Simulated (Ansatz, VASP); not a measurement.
**SnO: VASP beside Ansatz**

INCAR

```
SYSTEM = SnO
  ALGO = Normal
  EDIFF = 1E-7
  ENCUT = 520
  GGA = PE
  ISIF = 2
  ISMEAR = 0
  IVDW = 12
  LASPH = .True.
  LCHARG = .True.
  LELF = .True.
  LREAL = .False.
  LVHAR = .True.
  LWAVE = .False.
  NBANDS = 28
  NELM = 60
  PREC = Accurate
  SIGMA = 0.05
```

Contents of KPOINTS:

```
k-points
0
Gamma
  8 6 8
  0 0 0
```

Contents of POSCAR:

```
SnO
1.0
    3.1640828337      0.0000000000      0.0000000000
    0.0000000000      5.4088435269      0.0000000000
    0.0000000000      0.0000000000      3.9070816200
Sn O
2 2
Direct
    0.0000000000      0.2344934793      0.5273389918
    0.5000000000      0.7655065207      0.0273389918
    0.0000000000      0.8833967007      0.7226620082
    0.5000000000      0.1166032993      0.2226620082
```

Input for Ansatz:

```yaml
crystal:
  lattice:
    - [3.1640828337, 0.0, 0.0]
    - [0.0, 5.4088435269, 0.0]
    - [0.0, 0.0, 3.90708162]
  atoms:
    - { symbol: Sn, position: [0.0, 0.2344934793, 0.5273389918] }
    - { symbol: Sn, position: [0.5, 0.7655065207, 0.0273389918] }
    - { symbol: O, position: [0.0, 0.8833967007, 0.7226620082] }
    - { symbol: O, position: [0.5, 0.1166032993, 0.2226620082] }
basis:
  ecutwfc: 520.0
kpoints:
  mp_grid: { grid: [8, 6, 8] }
hamiltonian:
  xc: pbe
  pseudopotentials: { kind: paw, azcp: { folder: soft_1 } }
  dispersion: d3bj
scf:
  occupations: { method: gaussian, width: 0.05 }
output:
  forces: true
  stress: true
  eigenvalues: true
```

Change from the starting cell: engineering shear strain xy +0.0000, equal normal strain along x and y -0.0550.

Alike in both runs: task single point; functional PBE; dispersion D3(BJ); k mesh 8 × 6 × 8; occupations gaussian, width 0.05 eV; no spin polarisation.

|  | VASP | Ansatz |
| --- | --- | --- |
| version | VASP 6.6.1 | Ansatz 0.2.0 |
| potentials or method | VASP PAW PBE potentials, release 64 (Sn_d, O), cutoff 520 eV | scalar-relativistic, plane waves, PAW |
| valence electrons in the cell | 40 | 40 |

```tsv
	VASP	Ansatz	Ansatz less VASP
gap on the k mesh at the Fermi level (eV)	1.12	1.14	+0.015
least direct gap on the mesh (eV)	1.45	1.46	+0.018
pressure (GPa)	13.8	13.4	-0.40
traceless stress, the component that is largest in VASP (GPa)	-3.26	-3.18	+0.079
rms of the force components (eV/Å)	0.927	0.878	-0.0487
```

Atom by atom the forces differ by 0.050 eV/Å (rms over components).
